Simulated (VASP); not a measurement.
Set up this calculation in VASP 6.6.1, as the native input.

```
Task                   : single point
Functional             : LDA
Potentials or basis    : VASP PAW LDA potentials, release 64 (Al, O)
Cutoff                 : 520 eV
k mesh                 : 12 × 12 × 4
Occupations            : gaussian, width 0.05 eV
Spin                   : no spin polarisation
Dipole correction      : no
Further INCAR settings : ALGO = Normal; EDIFF = 1e-06; NBANDS = 20
```

The structure of Al2O3 lies in POSCAR:

```
Al2O3
1.0
    3.2504845347      0.0000000000      0.0000000000
   -1.6252422673      2.8150021817      0.0000000000
    0.0000000000      0.0000000000      6.5276234270
Al O
2 3
Direct
    0.0000000000      0.0000000000      0.2779510000
    0.0000000000      0.0000000000      0.7220490000
    0.3333333333      0.6666666667      0.1994540000
    0.6666666667      0.3333333333      0.8005460000
    0.0000000000      0.0000000000      0.5000000000
```

This cell differs from its parent crystal: ratio of the length along z to the lengths across it x 0.8, volume and fractional coordinates fixed.

These files were run (other wordings do the same):

INCAR

```
SYSTEM = Al2O3
PREC = Accurate
ENCUT = 520
EDIFF = 1E-6
ISMEAR = 0
SIGMA = 0.05
LREAL = .False.
LASPH = .True.
NELM = 100
ALGO = Normal
ISIF = 2
LWAVE = .False.
LCHARG = .False.
NBANDS = 20
```

KPOINTS

```
Automatic mesh
0
Gamma
  12 12 4
  0 0 0
```

Potentials or basis: VASP PAW LDA potentials, release 64 (Al, O).

Launch:

```sh
$ cat potpaw_LDA.64/Al/POTCAR potpaw_LDA.64/O/POTCAR > POTCAR
$ mpirun -np 1 vasp_std > vasp.out
```

Results of the run:

```json
{
 "Pressure": "13.7 GPa",
 "Largest force": "13.064 eV/Å",
 "Band gap on the k mesh": "2.82 eV, indirect (least direct gap 3.09 eV)"
}
```

Caveat: forces of over 1 eV/Å act on the atoms, so gaps and moduli don't describe the material at rest.

Run time: 33 s on 1 thread of AMD EPYC 9R45 96-Core Processor (Zen 5), with other jobs on the host, peak memory 0.16 GiB.
